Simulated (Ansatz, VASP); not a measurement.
Rb in VASP and in Ansatz

```
Rb
1.0
     5.05724    0.00000    0.00000
    -2.52862    4.37970    0.00000
     0.00000    0.00000    8.24140
Rb
2
Direct
  0.00000 0.00000 0.00000
  0.33333 0.66667 0.50000
```

Alike in both runs: functional PBE; k mesh 12 × 12 × 6; occupations gaussian, width 0.1 eV; no spin polarisation.

Ansatz relaxed the structure, and its values are those at the end. VASP's run is a single point on that final structure, the one shown.

|  | VASP | Ansatz |
| --- | --- | --- |
| version | VASP 6.6.1 | Ansatz 0.2.0 |
| potentials or method | VASP PAW PBE potentials, release 64 (Rb_sv), cutoff 520 eV | scalar-relativistic, plane waves, PAW |
| valence electrons in the cell | 18 | 18 |

```tsv
	VASP	Ansatz	Ansatz less VASP
gap on the k mesh at the Fermi level (eV)	none	none	-
pressure (GPa)	0.0	0.0	0.00
```

A gap of «none» marks a metal or a gap that the smearing closes. The functional is the same, so the differences come from potentials, cutoffs and numerics.
